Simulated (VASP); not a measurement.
## LiF: single point with PBE

Slab: LiF, a slab with vacuum.

```
F Li
1.0
     5.75170    0.00000    0.00000
    -2.87585    4.98112    0.00000
     0.00000    0.00000   21.87031
F Li
12 12
Direct
  0.16667 0.33333 0.36579
  0.16667 0.83333 0.36579
  0.66667 0.33333 0.36579
  0.66667 0.83333 0.36579
  0.50000 0.50000 0.47316
  0.50000 0.00000 0.47316
  0.00000 0.50000 0.47316
  0.00000 0.00000 0.47316
  0.83333 0.66667 0.58561
  0.83333 0.16667 0.58561
  0.33333 0.66667 0.58561
  0.33333 0.16667 0.58561
  0.33333 0.16667 0.41948
  0.33333 0.66667 0.41948
  0.83333 0.16667 0.41948
  0.83333 0.66667 0.41948
  0.66667 0.33333 0.51233
  0.66667 0.83333 0.51233
  0.16667 0.33333 0.51233
  0.16667 0.83333 0.51233
  0.00000 0.50000 0.62343
  0.00000 0.00000 0.62343
  0.50000 0.50000 0.62343
  0.50000 0.00000 0.62343
```

```
Program             : VASP 6.6.1
Task                : single point
Functional          : PBE
Potentials or basis : VASP PAW PBE potentials, release 64 (F, Li_sv)
Cutoff              : 520 eV
k mesh              : 3 × 3 × 1
Occupations         : gaussian, width 0.05 eV
Spin                : no spin polarisation
```

```
Largest force          : 2.760 eV/Å
Band gap on the k mesh : zero (band 60 reaches -3.96 eV, above the bottom of band 61 at -4.06 eV)
```

Forces on the atoms (eV/Å):
```
F    0.000  0.000  1.641
F    0.000  0.000  1.641
F    0.000  0.000  1.641
F    0.000  0.000  1.641
F    0.000  0.000  1.116
F    0.000  0.000  1.116
F    0.000  0.000  1.116
F    0.000  0.000  1.116
F    0.000  0.000 -0.029
F    0.000  0.000 -0.029
F    0.000  0.000 -0.029
F    0.000  0.000 -0.029
Li   0.000  0.000 -2.760
Li   0.000  0.000 -2.760
Li   0.000  0.000 -2.760
Li   0.000  0.000 -2.760
Li   0.000  0.000  0.017
Li   0.000  0.000  0.017
Li   0.000  0.000  0.017
Li   0.000  0.000  0.017
Li   0.000  0.000  0.015
Li   0.000  0.000  0.015
Li   0.000  0.000  0.015
Li   0.000  0.000  0.015
```

Levels at points of the mesh, in eV from the Fermi level:
```
           k point  band 56  band 57  band 58  band 59  band 60  band 61  band 62  band 63  band 64  band 65
(0.00, 0.00, 0.00)    -0.60    -0.29    -0.29    -0.29     0.11     0.11     3.20     3.59     3.59     3.59
```

Run time: 8.8 min on 1 thread of Intel(R) Xeon(R) Platinum 8375C CPU @ 2.90GHz (Ice Lake) (shared host), peak memory 0.75 GiB.

Caveat: the k points lie up to 0.42 Å⁻¹ apart.
